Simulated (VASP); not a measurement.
Input of a VASP 6.6.1 run:

INCAR

```
ALGO = Normal
EDIFF = 1E-7
EDIFFG = -0.01
ENCUT = 600
GGA = PE
GGA_COMPAT = False
IBRION = 2
ISIF = 3
ISMEAR = 0
LASPH = True
LCHARG = False
LMAXMIX = 6
LREAL = False
LWAVE = False
NELM = 200
NELMIN = 4
NSW = 100
PREC = Accurate
SIGMA = 0.1
```

Contents of KPOINTS:

```
k-points
0
Gamma
  8 8 8
```

The input POSCAR:

```
PrBe3Si
1.0
    3.7649299630      0.0000000000      0.0000000000
    0.0000000000      2.9527301693      3.3881145502
    0.0000000000     -2.9527301693      3.3881145502
Pr Be Si
1 3 1
Direct
    0.5000000000      0.0372305901      0.0372305901
    0.0000000000      0.1805416999      0.5210027043
    0.0000000000      0.5210027043      0.1805416999
    0.5000000000      0.4595636837      0.4595636837
    0.0000000000      0.6639548719      0.6639548719
```

Potentials or basis: VASP PAW PBE potentials, release 64 (Pr_3, Be, Si), 4f in core.

Run with:

```bash
$ cat potpaw_PBE.64/Pr_3/POTCAR potpaw_PBE.64/Be/POTCAR potpaw_PBE.64/Si/POTCAR > POTCAR
$ mpirun -np 1 vasp_std > vasp.out
```

Task: What does it give for the band gap on the k mesh?

Result: Zero (an odd number of electrons rules out a gap without spin polarisation).

Task: What does it give for the space group after relaxing (to 0.1 Å)?

Result: Amm2 (No. 38).

Task: Predict the relaxed volume.

Result: 15.09 Å³/atom.

Task: Predict the relaxed cell.

Result: a = 3.753 Å, b = 4.504 Å, c = 4.504 Å, α = 82.20°, β = 90.00°, γ = 90.00°.

The path:
```csv
step,energy change (eV),largest force (eV/Å),pressure (GPa),volume (Å³)
1,0.0000,0.1131,0.15,75.33
2,-0.0013,0.0372,-0.05,75.48
3,-0.0013,0.0288,-0.09,75.51
4,-0.0015,0.0137,0.02,75.43
5,-0.0015,0.0111,0.05,75.41
6,-0.0015,0.0095,0.01,75.44
```

Caveat: spin-orbit coupling is left out, which moves the levels of the heavy elements; the 4f electrons are frozen in the core, so they carry no moment and show no levels. Spin polarisation is off, so any magnetic state and its effect on volume and gap are missing.
